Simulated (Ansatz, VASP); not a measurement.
## Two plane-wave programs on SnSe

```
Sn Se
1.0
    11.42000    0.00000    0.00000
     0.00000    4.19000    0.00000
     0.00000    0.00000    4.46000
Sn Se
4 4
Direct
  0.87700 0.75000 0.93142
  0.62300 0.25000 0.40900
  0.37700 0.75000 0.59100
  0.12300 0.25000 0.09100
  0.64300 0.75000 0.98400
  0.85700 0.25000 0.48400
  0.14300 0.75000 0.51600
  0.35700 0.25000 0.01600
```

Alike in both runs: task single point; functional PBE; k mesh 4 × 8 × 8; occupations gaussian, width 0.02 eV; no spin polarisation.

```csv
,VASP,Ansatz
version,VASP 6.6.1,Ansatz 0.2.0
potentials or method,"VASP PAW PBE potentials, release 64 (Sn_d, Se), cutoff 520 eV","scalar-relativistic, plane waves, PAW"
valence electrons in the cell,80,120
```

|  | VASP | Ansatz | Ansatz less VASP |
| --- | --- | --- | --- |
| pressure (GPa) | 2.2 | 2.2 | -0.04 |
| traceless stress, the component that is largest in VASP (GPa) | 1.98 | 1.95 | -0.025 |
| rms of the force components (eV/Å) | 0.177 | 0.170 | -0.0071 |

Atom by atom the forces differ by 0.010 eV/Å (rms over components). The functional is the same, so the differences come from potentials, cutoffs and numerics. VASP's potentials hold 80 valence electrons a cell and Ansatz's 120, so a difference there can come from the potentials and not from the codes. Ansatz's warnings: stress scf threshold loose.
